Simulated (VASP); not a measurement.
# Pt (P6/mmm) in VASP: notebook

Runs on Pt. Level: PBEsol. Tasks: single point, relaxation of cell and atoms.

All numbers are computed with VASP 6.6.1; they aren't measurements. Logs are shortened: lines on timing, memory, paths and dates and some standing lists are left out, and cuts for length are marked.

### 1 The cell of the first run

Symmetry: P6/mmm, No. 191, hexagonal system. Conventional cell: a = 4.473 Å, b = 4.473 Å, c = 2.667 Å, α = 90.00°, β = 90.00°, γ = 120.00°. Within 3.5 Å of Pt (site symmetry 6/mmm) lie 14 Pt at 2.67 to 2.91 Å. Pt (site symmetry -6m2) has 11 Pt at 2.58 to 2.91 Å within 3.4 Å.

This isn't the form of Pt at room conditions, which is fcc.

### 2 Single point, PBEsol (15.41 Å³/atom)

INCAR reads:

```
  ALGO = Normal
  EDIFF = 1E-6
  ENCUT = 520
  GGA = PS
  ISIF = 2
  ISMEAR = -1
  LASPH = T
  LCHARG = F
  LREAL = F
  LWAVE = F
  NBANDS = 22
  NELM = 80
  PREC = Accurate
  SIGMA = 0.1
```

KPOINTS reads:

```
k-points
0
Gamma
  9 9 13
```

POSCAR reads:

```
Pt
1.0
    4.4734090669      0.0000000000      0.0000000000
   -2.2367045335      3.8740858935      0.0000000000
    0.0000000000      0.0000000000      2.6667689562
Pt
3
Direct
    1.0000000000      0.0000000000      0.0000000000
    0.3333333333      0.6666666667      0.5000000000
    0.6666666667      0.3333333333      0.5000000000
```

Potentials or basis: VASP PAW PBE potentials, release 64 (Pt).

The run is started by

```console
cat potpaw_PBE.64/Pt/POTCAR > POTCAR
mpirun -np 1 vasp_std > vasp.out
```

OUTCAR:

```text
EDIFF = 1E-6
   ENCUT = 520
   GGA = PS
   ISIF = 2
   ISMEAR = -1
   LASPH = T
   LREAL = F
   NELM = 80
   PREC = Accurate

 ion  position               nearest neighbor table
   1  0.000  0.000  0.000-   2 2.91   3 2.91   2 2.91   3 2.91   3 2.91   3 2.91   2 2.91   2 2.91
                             3 2.91   3 2.91   2 2.91   2 2.91
   2  0.333  0.667  0.500-   3 2.58   3 2.58   3 2.58   1 2.91   1 2.91   1 2.91   1 2.91   1 2.91
                             1 2.91
   3  0.667  0.333  0.500-   2 2.58   2 2.58   2 2.58   1 2.91   1 2.91   1 2.91   1 2.91   1 2.91
                             1 2.91

  LATTYP: Found a hexagonal cell.
 ALAT       =     4.4734090669
 C/A-ratio  =     0.5961379602

  Lattice vectors:

 A1 = (   4.4734090669,   0.0000000000,   0.0000000000)
 A2 = (  -2.2367045335,   3.8740858935,   0.0000000000)
 A3 = (   0.0000000000,   0.0000000000,   2.6667689562)

Analysis of symmetry for initial positions (statically):
=====================================================================
 Subroutine PRICEL returns:
 Original cell was already a primitive cell.

 Routine SETGRP: Setting up the symmetry group for a
 hexagonal supercell.

 Subroutine GETGRP returns: Found 24 space group operations
 (whereof 24 operations were pure point group operations)
 out of a pool of 24 trial point group operations.

The static configuration has the point symmetry D_6h.

Analysis of symmetry for dynamics (positions and initial velocities):
=====================================================================
 Subroutine PRICEL returns:
 Original cell was already a primitive cell.

 Routine SETGRP: Setting up the symmetry group for a
 hexagonal supercell.

 Subroutine GETGRP returns: Found 24 space group operations
 (whereof 24 operations were pure point group operations)
 out of a pool of 24 trial point group operations.

The dynamic configuration has the point symmetry D_6h.

 Subroutine INISYM returns: Found 24 space group operations
 (whereof 24 operations are pure point group operations),
 and found     1 'primitive' translations

----------------------------------------------------------------------------------------

                                     Primitive cell

  volume of cell :      46.2161

  direct lattice vectors                    reciprocal lattice vectors
     4.473409067  0.000000000  0.000000000     0.223543160  0.129062704  0.000000000
    -2.236704534  3.874085894  0.000000000     0.000000000  0.258125408  0.000000000
     0.000000000  0.000000000  2.666768956     0.000000000  0.000000000  0.374985616

  length of vectors
     4.473409067  4.473409067  2.666768956     0.258125408  0.258125408  0.374985616

  position of ions in fractional coordinates (direct lattice)
     0.000000000  0.000000000  0.000000000
     0.333333333  0.666666667  0.500000000
     0.666666667  0.333333333  0.500000000

  ion indices of the primitive-cell ions
   primitive index   ion index
                 1           1
                 2           2
                 3           3

----------------------------------------------------------------------------------------

 KPOINTS: k-points

Automatic generation of k-mesh.
 Grid dimensions read from file:
 generate k-points for:    9    9   13

 Generating k-lattice:

  Cartesian coordinates                     Fractional coordinates (reciprocal lattice)
     0.024838129  0.014340300  0.000000000     0.111111111  0.000000000  0.000000000
     0.000000000  0.028680601  0.000000000     0.000000000  0.111111111  0.000000000
     0.000000000  0.000000000  0.028845047     0.000000000  0.000000000  0.076923077

  Length of vectors
     0.028680601  0.028680601  0.028845047

  Shift w.r.t. Gamma in fractional coordinates (k-lattice)
     0.000000000  0.000000000  0.000000000

 Subroutine IBZKPT returns following result:
 ===========================================

 Found     84 irreducible k-points:

 Following reciprocal coordinates:
            Coordinates               Weight
  0.000000  0.000000  0.000000      1.000000
  0.111111  0.000000  0.000000      6.000000
  0.222222 -0.000000  0.000000      6.000000
  0.333333  0.000000  0.000000      6.000000
  0.444444 -0.000000  0.000000      6.000000
  0.111111  0.111111  0.000000      6.000000
[... 16 lines left out ...]
  0.333333  0.222222  0.076923     24.000000
  0.333333  0.333333  0.076923      4.000000
 [... further k-points ...]
   k-points           NKPTS =     84   k-points in BZ     NKDIM =     84   number of bands    NBANDS=     22
   number of dos      NEDOS =    301   number of ions     NIONS =      3
   total plane-waves  NPLWV =  25920
   dimension x,y,z NGX =    36 NGY =   36 NGZ =   20
   dimension x,y,z NGXF=    72 NGYF=   72 NGZF=   40
   ions per type =               3
   NGX,Y,Z   is equivalent  to a cutoff of  13.38, 13.38, 12.47 a.u.
   NGXF,Y,Z  is equivalent  to a cutoff of  26.76, 26.76, 24.94 a.u.
 SYSTEM =  unknown system
   PREC   = accura    normal or accurate (medium, high low for compatibility)
   ISTART =      0    job   : 0-new  1-cont  2-samecut
   ICHARG =      2    charge: 1-file 2-atom 10-const
   ISPIN  =      1    spin polarized calculation?
   LNONCOLLINEAR =      F non collinear calculations
   LSORBIT =      F    spin-orbit coupling
   LASPH  =      T    aspherical Exc in radial PAW
   ENCUT  =  520.0 eV  38.22 Ry    6.18 a.u.   8.32  8.32  4.96*2*pi/ulx,y,z
   NELM   =     80;   NELMIN=  2; NELMDL= -5     # of ELM steps
   EDIFF  = 0.1E-05   stopping-criterion for ELM
   LREAL  =      F    real-space projection
   EDIFFG = 0.1E-04   stopping-criterion for IOM
   NSW    =      0    number of steps for IOM
   IBRION =     -1    ionic relax: 0-MD 1-quasi-New 2-CG
   NFREE  =      0    steps in history (QN), initial steepest desc. (CG)
   ISIF   =      2    stress and relaxation
   ISYM   =      2    0-nonsym 1-usesym 2-fastsym
   POTIM  = 0.5000    time-step for ionic-motion
   TEBEG  =    0.0;   TEEND  =   0.0 temperature during run
   PSTRESS=    0.0 pullay stress
   NELECT =      30.0000    total number of electrons
   NUPDOWN=      -1.0000    fix difference up-down
   EMIN   =  10.00;   EMAX   =-10.00  energy-range for DOS
   EFERMI =   0.00;   METHOD = LEGACY
   ISMEAR =    -1;   SIGMA  =   0.10  broadening in eV -4-tet -1-fermi 0-gaus
   EFERMI_NEDOS =   21; number of points for ismear=-14 and -15
   IALGO  =     38    algorithm
   IMIX   =      4    mixing-type and parameters
     AMIX     =   0.40;   BMIX     =  1.00
     AMIX_MAG =   1.60;   BMIX_MAG =  1.00
  volume/ion in A,a.u.               =      15.41       103.96
  Fermi-wavevector in a.u.,A,eV,Ry     =   1.417482  2.678652 27.337570  2.009255
  Thomas-Fermi vector in A             =   2.538707
   LORBIT       =      0    0 simple, 1 ext, 2 COOP (PROOUT), +10 PAW based schemes
   GGA     = PS    functional components
   LHFCALC =     F    Hartree Fock is set to
   AEXX    =    0.0000 exact exchange contribution
   IVDW    =     0    specifies the selected vdW correction
   LEPSILON=     F    determine dielectric tensor
   LRPA    =     F    only Hartree local field effects (RPA)
 non-spin polarized calculation
  energy-cutoff  :      520.00
  volume of cell :       46.22
 maximum number of plane-waves:      1266
 NGX is ok and might be reduce to    36
   NGX = 17   NGY = 17   NGZ =  9

 number of electron      30.0000001 magnetization

 Free energy of the ion-electron system (eV)
  ---------------------------------------------------
  ext. energy  EPLUGINS =         0.00000000
  ---------------------------------------------------
  free energy    TOTEN  =       -20.47684745 eV

  energy without entropy =      -20.30892331  energy(sigma->0) =      -20.39288538

 E-fermi :  10.6333     XC(G=0): -13.4883

 val. band max:       10.6325772160   @ k =   0.3333   0.1111   0.3077
 cond. band min:      10.6336838345   @ k =   0.3333   0.2222   0.3077
 fundamental gap:      0.0011066185
 Fermi energy:        10.6333268700

 k-point     1 :       0.0000    0.0000    0.0000
  band No.  band energies     occupation
      1       0.6405      2.00000
      2       4.0264      2.00000
      3       5.6511      2.00000
      4       6.3575      2.00000
      5       6.3575      2.00000
      6       6.3854      2.00000
[... 14 lines left out ...]
     21      18.0543      0.00000
     22      18.0543      0.00000

 k-point     2 :       0.1111    0.0000    0.0000
  band No.  band energies     occupation
      1       0.8101      2.00000
      2       4.0676      2.00000
      3       5.3939      2.00000
      4       5.7481      2.00000
      5       5.9388      2.00000
      6       6.3547      2.00000
[... 14 lines left out ...]
     21      19.8361      0.00000
     22      20.0289      0.00000

 k-point     3 :       0.2222   -0.0000    0.0000
  band No.  band energies     occupation
      1       1.3002      2.00000
      2       4.1124      2.00000
      3       4.7892      2.00000
      4       5.3467      2.00000
      5       5.6990      2.00000
      6       6.2222      2.00000
[... 14 lines left out ...]
     21      21.6254      0.00000
     22      21.9477      0.00000

 k-point     4 :       0.3333    0.0000    0.0000
  band No.  band energies     occupation
      1       2.0489      2.00000
      2       3.8539      2.00000
      3       4.4620      2.00000
      4       5.0828      2.00000
      5       5.6223      2.00000
      6       5.9613      2.00000
[... 14 lines left out ...]
     21      23.2754      0.00000
     22      23.4372      0.00000

 k-point     5 :       0.4444   -0.0000    0.0000
  band No.  band energies     occupation
      1       2.9262      2.00000
      2       3.5671      2.00000
      3       3.8988      2.00000
      4       5.2510      2.00000
      5       5.6066      2.00000
      6       5.6378      2.00000
[... 14 lines left out ...]
     21      24.2808      0.00000
     22      24.3892      0.00000

 k-point     6 :       0.1111    0.1111    0.0000
  band No.  band energies     occupation
      1       1.1394      2.00000
      2       4.1176      2.00000
      3       5.0290      2.00000
      4       5.2181      2.00000
      5       5.8254      2.00000
      6       6.3658      2.00000
[... 14 lines left out ...]
     21      21.2966      0.00000
     22      21.3873      0.00000

 k-point     7 :       0.2222    0.1111    0.0000
  band No.  band energies     occupation
      1       1.7540      2.00000
      2       4.0091      2.00000
      3       4.5401      2.00000
      4       4.9804      2.00000
      5       5.6921      2.00000
      6       6.2357      2.00000
[... 324 lines left out ...]
      6       6.0371      2.00000
[... 14 lines left out ...]
     21      24.4158      0.00000
     22      24.5208      0.00000

 k-point    21 :       0.4444    0.1111    0.0769
  band No.  band energies     occupation
      1       3.3554      2.00000
      2       3.6414      2.00000
      3       3.8235      2.00000
      4       5.5070      2.00000
      5       5.5453      2.00000
      6       5.7988      2.00000
[... 14 lines left out ...]
     21      23.8477      0.00000
     22      24.9669      0.00000

 k-point    22 :       0.2222    0.2222    0.0769
  band No.  band energies     occupation
      1       2.5602      2.00000
      2       3.8852      2.00000
      3       4.2777      2.00000
      4       5.1412      2.00000
      5       5.7461      2.00000
      6       6.2694      2.00000
[... 14 lines left out ...]
     21      24.3614      0.00000
     22      24.5525      0.00000

 k-point    23 :       0.3333    0.2222    0.0769
  band No.  band energies     occupation
      1       3.1712      2.00000
      2       3.6681      2.00000
      3       3.9529      2.00000
      4       5.4297      2.00000
      5       5.6450      2.00000
      6       6.0686      2.00000
[... 14 lines left out ...]
     21      23.8169      0.00000
     22      25.3683      0.00000

 k-point    24 :       0.3333    0.3333    0.0769
  band No.  band energies     occupation
      1       3.2681      2.00000
      2       3.7802      2.00000
      3       3.7802      2.00000
      4       5.5873      2.00000
      5       5.5873      2.00000
      6       6.0471      2.00000
[... 14 lines left out ...]
     21      21.7557      0.00000
     22      25.9430      0.00000

 [... further k-points ...]

------------------------ aborting loop because EDIFF is reached ----------------------------------------

  FORCE on cell =-STRESS in cart. coord.  units (eV):
  Direction    XX          YY          ZZ          XY          YZ          ZX
  --------------------------------------------------------------------------------------
  -------------------------------------------------------------------------------------
  Total       -0.2178348     -0.2178348      0.1163623      0.0000000      0.0000000      0.0000000
  in kB       -7.5516984     -7.5516984      4.0339424      0.0000000      0.0000000      0.0000000
  external PRESSURE =      -3.6898181 kB  Pullay stress =       0.0000000 kB

 VOLUME and BASIS-vectors are now :
 -----------------------------------------------------------------------------
  energy-cutoff  :      520.00
  volume of cell :       46.22
      direct lattice vectors                 reciprocal lattice vectors
     4.473409067  0.000000000  0.000000000     0.223543160  0.129062704  0.000000000
    -2.236704534  3.874085894  0.000000000     0.000000000  0.258125408  0.000000000
     0.000000000  0.000000000  2.666768956     0.000000000  0.000000000  0.374985616

 POSITION                                       TOTAL-FORCE (eV/Angst)
 -----------------------------------------------------------------------------------
      0.00000      0.00000      0.00000        -0.000000      0.000000      0.000000
     -0.00000      2.58272      1.33338         0.000000     -0.000000     -0.000000
      2.23670      1.29136      1.33338        -0.000000      0.000000      0.000000
 -----------------------------------------------------------------------------------
    total drift:                                0.000000      0.000000     -0.000000

  FREE ENERGIE OF THE ION-ELECTRON SYSTEM (eV)
  ---------------------------------------------------
  free  energy   TOTEN  =       -20.4768474521 eV

  energy  without entropy=      -20.3089233087  energy(sigma->0) =      -20.39288538
```

Wall time 2 min (1 thread of Intel Xeon 8259CL, shared host); peak memory 0.21 GiB.

Results:

```
Free energy            : -20.4768 eV
Pressure               : -0.4 GPa
Band gap on the k mesh : zero (bands 15 and 16 overlap by 1.33 eV)
```

Stress tensor (GPa, compression positive):
```
-0.76  0.00  0.00
 0.00 -0.76  0.00
 0.00  0.00  0.40
```

Caveat: the PAW data sets were made with another functional, which shifts forces and pressure a little; spin-orbit coupling is left out, which moves the levels of the heavy elements.

### 3 Single point, PBEsol (16.02 Å³/atom)

This run uses another cell than the first one, of 16.02 Å³/atom.

INCAR reads:

```
SYSTEM = Pt
PREC = Accurate
ENCUT = 520
EDIFF = 1E-7
ISMEAR = -1
SIGMA = 0.1
LREAL = .FALSE.
LASPH = .TRUE.
NELM = 60
ALGO = Normal
ISIF = 2
LWAVE = .FALSE.
LCHARG = .FALSE.
GGA = PS
NBANDS = 22
```

KPOINTS reads:

```
regular mesh
0
G
  9 9 13
  0 0 0
```

POSCAR reads:

```
Pt
1.0
    4.5322764633      0.0000000000      0.0000000000
   -2.2661382317      3.9250665542      0.0000000000
    0.0000000000      0.0000000000      2.7018620458
Pt
3
Direct
    1.0000000000      0.0000000000      0.0000000000
    0.3333333333      0.6666666667      0.5000000000
    0.6666666667      0.3333333333      0.5000000000
```

Potentials or basis: VASP PAW PBE potentials, release 64 (Pt).

The run is started by

```console
cat potpaw_PBE.64/Pt/POTCAR > POTCAR
mpirun -np 1 vasp_std > vasp.out
```

Run time: 2.3 min. Hardware: 1 thread of Intel Xeon 8259CL, shared host; peak memory 0.21 GiB.

It converged, with:

- Free energy: -20.4166 eV
- Pressure: -9.9 GPa
- Band gap on the k mesh: zero (bands 15 and 16 overlap by 1.24 eV)

Stress tensor (GPa, compression positive):
```
-10.25   0.00   0.00
  0.00 -10.25   0.00
  0.00   0.00  -9.24
```

Levels at points of the mesh, in eV from the Fermi level:
| k point | band 11 | band 12 | band 13 | band 14 | band 15 | band 16 | band 17 | band 18 | band 19 | band 20 |
| --- | --- | --- | --- | --- | --- | --- | --- | --- | --- | --- |
| (0.00, 0.00, 0.00) | -1.89 | -1.89 | -1.78 | -1.78 | 0.33 | 0.33 | 4.84 | 5.79 | 7.17 | 7.17 |

Caveat: the cell stands under tension; the PAW data sets were made with another functional, which shifts forces and pressure a little; spin-orbit coupling is left out, which moves the levels of the heavy elements.

[end of part 1 of 3]
